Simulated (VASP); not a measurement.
A run of VASP 6.6.1 is set up as follows.

INCAR

```
ALGO     = Normal         # electronic algorithm
EDIFF    = 1E-7           # SCF threshold, eV
ENCUT    = 520            # plane-wave cutoff, eV
GGA      = PE             # functional
ISIF     = 2              # what is computed and relaxed
ISMEAR   = -1             # smearing method
LASPH    = T              # aspherical terms in the spheres
LCHARG   = F              # write CHGCAR
LREAL    = F              # projectors in reciprocal space
LWAVE    = F              # write WAVECAR
NBANDS   = 8              # bands
NELM     = 80             # most SCF steps
PREC     = Accurate       # precision mode
SIGMA    = 0.1            # smearing width, eV
```

KPOINTS

```
k-points
0
Gamma
  4 4 4
```

File POSCAR:

```
Al
1.0
    0.0000000000      2.0199630948      2.0199630948
    2.0199630948      0.0000000000      2.0199630948
    2.0199630948      2.0199630948      0.0000000000
Al
1
Direct
    0.0000000000      0.0000000000      0.0000000000
```

Potentials or basis: VASP PAW PBE potentials, release 64 (Al).

Run with:

```sh
$ cat potpaw_PBE.64/Al/POTCAR > POTCAR
$ mpirun -np 1 vasp_std > vasp.out
```

Problem. What does it give for the pressure?

Solution. 1.0 GPa.

Caveat: the k points lie up to 0.67 Å⁻¹ apart.
